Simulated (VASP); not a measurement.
Here is a VASP 6.6.1 calculation.

The input POSCAR:

```
BaTiO3
1.0
    3.9294906794      0.0000000000      0.0000000000
    0.0000000000      3.9294906794      0.0000000000
    0.0000000000      0.0000000000      3.9505716175
Ba Ti O
1 1 3
Direct
    0.0000000000      0.0000000000      0.0044335280
    0.5000000000      0.5000000000      0.4946305627
    0.5000000000      0.5000000000      0.0176437592
    0.5000000000      0.0000000000      0.5131460751
    0.0000000000      0.5000000000      0.5131460751
```

The input INCAR.step1:

```
SYSTEM = BaTiO3
PREC = Accurate ; ENCUT = 520
ISMEAR = 0 ; SIGMA = 0.02
LREAL = .FALSE. ; LASPH = .TRUE.
NELM = 60 ; NBANDS = 28
GGA = PE ; ALGO = Normal
EDIFF = 1E-4 ; LWAVE = .TRUE.
LCHARG = .FALSE.
```

INCAR.step2

```
SYSTEM = BaTiO3
PREC = Accurate ; ENCUT = 520
EDIFF = 1E-6 ; ISMEAR = 0
SIGMA = 0.02 ; LREAL = .FALSE.
LASPH = .TRUE. ; NELM = 60
ALGO = Normal ; ISIF = 2
LWAVE = .FALSE. ; LCHARG = .FALSE.
METAGGA = R2SCAN ; LMIXTAU = .TRUE.
NBANDS = 28 ; ISTART = 1
```

KPOINTS

```
Automatic mesh
0
G
  8 8 8
  0 0 0
```

Potentials or basis: VASP PAW PBE potentials, release 64 (Ba_sv, Ti_sv, O).

Launch:

```sh
$ cat potpaw_PBE.64/Ba_sv/POTCAR potpaw_PBE.64/Ti_sv/POTCAR potpaw_PBE.64/O/POTCAR > POTCAR
$ cp INCAR.step1 INCAR
$ mpirun -np 1 vasp_std > vasp.out
$ cp INCAR.step2 INCAR
$ mpirun -np 1 vasp_std > vasp.out
```

What does it give for the band gap on the k mesh?

2.27 eV (least direct gap 2.47 eV).

What does it give for the largest force?

0.081 eV/Å.

Predict the pressure.

11.6 GPa.

Forces on the atoms (eV/Å):
```
Ba   0.000  0.000  0.016
Ti   0.000  0.000  0.081
O    0.000  0.000 -0.079
O    0.000  0.000 -0.009
O    0.000  0.000 -0.009
```

Caveat: the cell stands under pressure; the PAW data sets were made with another functional, which shifts forces and pressure a little; spin-orbit coupling is left out, which moves the levels of the heavy elements. A k mesh can miss the band edges.
